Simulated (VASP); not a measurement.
Here is a VASP 6.6.1 calculation.

File INCAR:

```
SYSTEM = Co14NiW5
ALGO = Normal
EDIFF = 1E-6
ENCUT = 400
GGA = PE
GGA_COMPAT = .False.
ISIF = 2
ISMEAR = -1
ISYM = -1
LASPH = .True.
LCHARG = .False.
LREAL = Auto
LWAVE = .False.
NBANDS = 119
NELM = 120
PREC = Accurate
SIGMA = 0.2809
```

Contents of KPOINTS:

```
explicit points
1
Reciprocal
  0.25000000   0.25000000   0.25000000 1
```

POSCAR

```
Co14NiW5
1.0
    6.4067140000     -0.0639040000     -0.2633820000
   -0.0639040000      6.1558140000      0.0545630000
   -0.2633820000      0.0545630000      6.6380590000
Co W Ni
14 5 1
Direct
    0.7521802822      0.9713740960      0.5623970294
    0.4840406079      0.2816011911      0.5876798591
    0.2828761738      0.5134962914      0.8117269814
    0.3449127619      0.3404697701      0.2475986973
    0.5824377788      0.6505111663      0.6173846581
    0.5683806328      0.0739170911      0.1782147597
    0.3075990209      0.6991595099      0.1268608497
    0.9008350662      0.2100149470      0.8768398557
   -0.0051224691      0.6189262975      0.0375801659
    0.5836350115      0.4421398801      0.9730357140
    0.2969329019      0.9586745300      0.4416932153
    0.7864254245      0.7291237714      0.2652605409
    0.8971676390      0.4979992046      0.7020348081
    0.2858629388      0.1006991257      0.9396238729
    0.1491480981      0.5834696969      0.4470471063
    0.0528757611      0.8582942960      0.7632998459
    0.5804735595      0.8622320736      0.8634113253
    0.9795503439      1.0724227286      0.1916562247
    0.7865175593      0.3223173037      0.3592223222
    0.1113399335      0.1596928267      0.5850251730
```

Potentials or basis: VASP PAW PBE potentials, release 64 (Co, W_sv, Ni).

The run is started by

```sh
$ cat potpaw_PBE.64/Co/POTCAR potpaw_PBE.64/W_sv/POTCAR potpaw_PBE.64/Ni/POTCAR > POTCAR
$ mpirun -np 1 vasp_std > vasp.out
```

Task: What does it give for the largest force?

Result: 4.979 eV/Å.

Task: Estimate the pressure.

Result: 1.1 GPa.

Forces in eV/Å, atoms in the order of the input:
```
Co  -0.021  1.283 -1.186
Co   0.386 -0.715  1.009
Co  -1.174 -0.110 -0.680
Co  -0.527 -0.062 -0.229
Co  -1.231 -2.230 -3.119
Co   0.124 -1.753  0.427
Co   2.331  1.776  0.362
Co  -1.182 -0.896 -0.093
Co  -1.744 -1.883  0.382
Co   1.488 -0.256  0.858
Co   3.032 -2.436 -1.665
Co  -1.571  0.030  0.650
Co  -0.520  0.736 -1.241
Co   0.507  1.407 -0.373
W    0.348  0.698 -0.548
W    0.080 -2.075  1.747
W    0.200  1.796  3.142
W    3.352 -3.664 -0.358
W   -2.559  3.592  1.232
Ni  -1.320  4.761 -0.315
```

Caveat: the atoms stand as in a frame of molecular dynamics; spin-orbit coupling is left out, which moves the levels of the heavy elements; the run has no spin polarisation, though such a crystal can be magnetic. Spin polarisation is off, so any magnetic state and its effect on volume and gap are missing.
